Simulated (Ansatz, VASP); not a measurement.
## Hf: VASP beside Ansatz

```
Hf
1.0
    -1.80500    1.80500    1.80500
     1.80500   -1.80500    1.80500
     1.80500    1.80500   -1.80500
Hf
1
Direct
  0.00000 0.00000 0.00000
```

Alike in both runs: task electric field gradients; functional LDA; k mesh 16 × 16 × 16; occupations fermi-dirac, width 0.08 eV; no spin polarisation.

|  | VASP | Ansatz |
| --- | --- | --- |
| version | VASP 6.6.1 | Ansatz 0.2.0 |
| potentials or method | VASP PAW LDA potentials, release 64 (Hf_pv) | PAW with Ansatz's default frozen-core files, scalar-relativistic |
| plane-wave cutoff (eV) | 400 | 420 |
| valence electrons in the cell | 10 | 26 |

|  | VASP | Ansatz | Ansatz less VASP |
| --- | --- | --- | --- |
| pressure (GPa) | -12.6 | -12.6 | +0.05 |

LDA's correlation is that of Perdew and Zunger in VASP and of Perdew and Wang (1992) in Ansatz. VASP's potentials hold 10 valence electrons a cell and Ansatz's 26, so a difference there can come from the potentials and not from the codes.

Neither program's run includes spin-orbit coupling.
